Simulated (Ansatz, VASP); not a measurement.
Two plane-wave programs on Al

Contents of INCAR:

```
SYSTEM = Al
ALGO = Fast
EDIFF = 1E-6
ENCUT = 520
GGA = PS
ISIF = 2
ISMEAR = 0
LASPH = .TRUE.
LCHARG = .TRUE.
LELF = .TRUE.
LREAL = .FALSE.
LVHAR = .TRUE.
LWAVE = .FALSE.
NBANDS = 10
NELM = 80
PREC = Accurate
SIGMA = 0.15
```

The input KPOINTS:

```
k-points
0
G
  18 18 10
  0 0 0
```

File POSCAR:

```
Al
1.0
    2.8496988417      0.0000000000      0.0000000000
   -1.4248494208      2.4679115900      0.0000000000
    0.0000000000      0.0000000000      4.4157000000
Al
2
Direct
    0.6666666667      0.3333333333      0.7500000000
    0.3333333333      0.6666666667      0.2500000000
```

Input for Ansatz:

```yaml
crystal:
  lattice:
    - [2.8496988417, 0.0, 0.0]
    - [-1.4248494208, 2.46791159, 0.0]
    - [0.0, 0.0, 4.4157]
  atoms:
    - { symbol: Al, position: [0.6666666667, 0.3333333333, 0.75] }
    - { symbol: Al, position: [0.3333333333, 0.6666666667, 0.25] }
basis:
  ecutwfc: 420
kpoints:
  mp_grid: { grid: [18, 18, 10] }
hamiltonian:
  xc: pbesol
  pseudopotentials: { kind: paw, azcp: { folder: soft_1 } }
scf:
  occupations: { method: gaussian, width: 0.15 }
output:
  forces: true
  stress: true
  eigenvalues: true
```

Alike in both runs: task single point; functional PBEsol; k mesh 18 × 18 × 10; occupations gaussian, width 0.15 eV; no spin polarisation.

|  | VASP | Ansatz |
| --- | --- | --- |
| version | VASP 6.6.1 | Ansatz 0.2.0 |
| potentials or method | VASP PAW PBE potentials, release 64 (Al), cutoff 520 eV | scalar-relativistic, plane waves, PAW |
| valence electrons in the cell | 6 | 6 |

```csv
,VASP,Ansatz,Ansatz less VASP
gap on the k mesh at the Fermi level (eV),none,none,-
pressure (GPa),4.7,4.6,-0.10
"traceless stress, the component that is largest in VASP (GPa)",3.74,3.72,-0.026
```

VASP's potentials were made for PBE, not for PBEsol, and Ansatz warns of the same on its side. A gap of «none» marks a metal or a gap that the smearing closes.
